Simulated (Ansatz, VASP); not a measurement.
# Two plane-wave programs on Yb

```
Yb
1.0
     3.90968    0.00000    0.00000
    -1.95484    3.38588    0.00000
     0.00000    0.00000    6.42999
Yb
2
Direct
  0.33333 0.66667 0.25000
  0.66667 0.33333 0.75000
```

Alike in both runs: task single point; functional revPBE; k mesh 11 × 11 × 6; occupations fermi-dirac, width 0.1 eV; no spin polarisation.

```csv
,VASP,Ansatz
version,VASP 6.6.1,Ansatz 0.2.0
potentials or method,"VASP PAW PBE potentials, release 64 (Yb), cutoff 520 eV","plane waves (420 eV) with PAW, scalar-relativistic"
valence electrons in the cell,48,48
```

|  | VASP | Ansatz | Ansatz less VASP |
| --- | --- | --- | --- |
| pressure (GPa) | -1.6 | -1.5 | +0.05 |

VASP's potentials were made for PBE, not for revPBE.

Spin-orbit coupling is off throughout.
